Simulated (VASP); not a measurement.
Si5Mo3, 24 atoms in the cell. The cell holds a disordered packing, 24 atoms: a = 7.460 Å, b = 6.805 Å, c = 7.543 Å, α = 88.30°, β = 87.28°, γ = 88.68°. 

* Program: VASP 6.6.1
* Task: single point
* Functional: PBE
* Potentials or basis: VASP PAW PBE potentials, release 64 (Si, Mo_sv)
* Cutoff: 520 eV
* k mesh: 1 × 1 × 1, shifted
* Occupations: fermi-dirac, width 0.1069 eV
* Spin: no spin polarisation
* Dipole correction: no
* Further INCAR settings: LREAL = Auto; ALGO = Normal; EDIFF = 1e-06; NBANDS = 111; ISYM = 0

Potentials or basis: VASP PAW PBE potentials, release 64 (Si, Mo_sv).

The run is started by

```sh
$ cat potpaw_PBE.64/Si/POTCAR potpaw_PBE.64/Mo_sv/POTCAR > POTCAR
$ mpirun -np 1 vasp_std > vasp.out
```

Hardware: 1 thread of Intel(R) Xeon(R) Platinum 8375C CPU @ 2.90GHz (Ice Lake), on a shared host.

Problem. How long does it take, and how much memory?

Solution. It took 2.6 min on 1 thread of Intel(R) Xeon(R) Platinum 8375C CPU @ 2.90GHz (Ice Lake), on a shared host, peak memory 0.39 GiB. Counts: scf iterations 20, k points 1.
